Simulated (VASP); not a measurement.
Crystal: TiC.

```
CELL_PARAMETERS angstrom
0.00000 2.16572 2.16572
2.16572 0.00000 2.16572
2.16572 2.16572 0.00000
ATOMIC_POSITIONS crystal
Ti 0.00000 0.00000 0.00000
C 0.50000 0.50000 0.50000
```

```yaml
Program: VASP 6.6.1
Task: relaxation of cell and atoms
Functional: revPBE
Dispersion: D3(BJ)
Potentials_or_basis: VASP PAW PBE potentials, release 64 (Ti_sv, C)
Cutoff: 600 eV
k_mesh: 11 × 11 × 11
Occupations: fermi-dirac, width 0.05 eV
Spin: no spin polarisation
```

At the start: pressure -10.5 GPa; volume 10.16 Å³/atom.

Q: How do energy, volume and symmetry change on relaxing?

A: Over 3 steps the energy falls by 14.3 meV/atom and the volume is 9.74 Å³/atom (-4.1 %); space group Fm-3m (No. 225, to 0.05 Å).

Step by step:
| step | energy change (eV) | largest force (eV/Å) | pressure (GPa) | volume (Å³) |
| --- | --- | --- | --- | --- |
| 1 | 0.0000 | 0.0000 | -10.47 | 20.32 |
| 2 | 0.0228 | 0.0000 | 16.50 | 18.43 |
| 3 | -0.0286 | 0.0000 | -0.11 | 19.48 |

Final structure:
```yaml
crystal:
  lattice:
    - [0.00000, 2.13565, 2.13565]
    - [2.13565, 0.00000, 2.13565]
    - [2.13565, 2.13565, 0.00000]
  atoms:
    - { symbol: Ti, position: [0.00000, 0.00000, 0.00000] }
    - { symbol: C, position: [0.50000, 0.50000, 0.50000] }
```

Caveat: the PAW data sets were made with another functional, which shifts forces and pressure a little; pairwise dispersion overbinds metals, which lowers pressure and volume.
